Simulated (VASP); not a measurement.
# Ta4C3: single point with PBEsol

Crystal: Ta4C3.

```
Ta C
1.0
     1.55164    0.89584   10.16451
    -1.55164    0.89584   10.16451
     0.00000   -1.79168   10.16451
Ta C
4 3
Direct
  0.37337 0.37337 0.37337
  0.62446 0.62446 0.62446
  0.20962 0.20962 0.20962
  0.78784 0.78784 0.78784
  0.50259 0.50259 0.50259
  0.99602 0.99602 0.99602
  0.08454 0.08454 0.08454
```

This cell differs from its parent crystal: atom 4 (Ta) moved -0.200 Å along Cartesian [0 0 1].

- Program: VASP 6.6.1
- Task: single point
- Functional: PBEsol
- Potentials or basis: VASP PAW PBE potentials, release 64 (Ta_pv, C)
- Cutoff: 520 eV
- k mesh: 12 × 12 × 12
- Occupations: gaussian, width 0.15 eV
- Spin: no spin polarisation
- Dipole correction: no
- Further INCAR settings: ALGO = Normal; EDIFF = 1e-06; NBANDS = 37

* Pressure: 2.3 GPa
* Largest force: 3.880 eV/Å
* Band gap on the k mesh: zero (bands 28 and 29 overlap by 0.37 eV)

Forces on the atoms (eV/Å):
```
Ta   0.000  0.000 -0.438
Ta   0.000  0.000 -0.402
Ta   0.000  0.000 -0.513
Ta   0.000  0.000  3.880
C    0.000  0.000 -1.075
C    0.000  0.000  0.020
C    0.000  0.000 -1.473
```

Stress tensor (GPa, compression positive):
```
3.03 0.00 0.00
0.00 3.03 0.00
0.00 0.00 0.71
```

Levels at points of the mesh, in eV from the Fermi level:
| k point | band 25 | band 26 | band 27 | band 28 | band 29 | band 30 | band 31 | band 32 |
| --- | --- | --- | --- | --- | --- | --- | --- | --- |
| (0.00, 0.00, 0.00) | -2.23 | -0.86 | -0.53 | -0.53 | 0.58 | 0.58 | 1.39 | 1.39 |
| (0.50, 0.00, 0.00) | -2.40 | -1.78 | -0.46 | -0.05 | 1.26 | 2.23 | 2.23 | 3.39 |
| (0.50, 0.50, 0.00) | -2.59 | -1.73 | -0.44 | 0.11 | 0.74 | 2.61 | 2.80 | 3.27 |
| (0.50, 0.50, 0.50) | -1.65 | -1.34 | -0.55 | -0.55 | 0.49 | 0.49 | 1.02 | 1.02 |

It took 74 min on 1 thread of AMD EPYC 9R45 96-Core Processor (Zen 5), with other jobs on the host, peak memory 1.2 GiB.

Caveat: the cell differs from its parent crystal (atom 4 (Ta) moved -0.200 Å along Cartesian [0 0 1]); the PAW data sets were made with another functional, which shifts forces and pressure a little; spin-orbit coupling is left out, which moves the levels of the heavy elements.
